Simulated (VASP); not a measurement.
Here is a VASP 6.6.1 calculation.

File INCAR:

```
  PREC = Accurate
  ENCUT = 520
  EDIFF = 1E-6
  ISMEAR = -1
  SIGMA = 0.05
  LREAL = F
  LASPH = T
  NELM = 80
  ALGO = Normal
  ISIF = 2
  LWAVE = F
  LCHARG = F
  GGA = RE
  NBANDS = 28
```

Contents of KPOINTS:

```
regular mesh
0
Gamma
  7 7 7
```

Contents of POSCAR:

```
BaTiO3
1.0
    3.9729548958      0.0000000000      0.0000000000
    0.0000000000      3.9729548958      0.0000000000
    0.0000000000      0.0000000000      3.9910327445
Ba Ti O
1 1 3
Direct
    0.0000000000      0.0000000000      0.0000000000
    0.5000000000      0.5000000000      0.4900000000
    0.0000000000      0.5000000000      0.5170000000
    0.5000000000      0.0000000000      0.5170000000
    0.5000000000      0.5000000000      0.0190000000
```

Potentials or basis: VASP PAW PBE potentials, release 64 (Ba_sv, Ti_sv, O).

Run with:

```sh
$ cat potpaw_PBE.64/Ba_sv/POTCAR potpaw_PBE.64/Ti_sv/POTCAR potpaw_PBE.64/O/POTCAR > POTCAR
$ mpirun -np 1 vasp_std > vasp.out
```

Q: What does it give for the pressure?

A: 11.2 GPa.

Q: Estimate the largest force.

A: 0.143 eV/Å.

Q: Predict the band gap on the k mesh.

A: 1.94 eV, indirect (least direct gap 2.11 eV).

Forces in eV/Å, atoms in the order of the input:
```
Ba   0.000  0.000  0.104
Ti   0.000  0.000 -0.026
O    0.000  0.000 -0.110
O    0.000  0.000 -0.110
O    0.000  0.000  0.143
```

Caveat: the PAW data sets were made with another functional, which shifts forces and pressure a little; spin-orbit coupling is left out, which moves the levels of the heavy elements. A k mesh can miss the band edges.
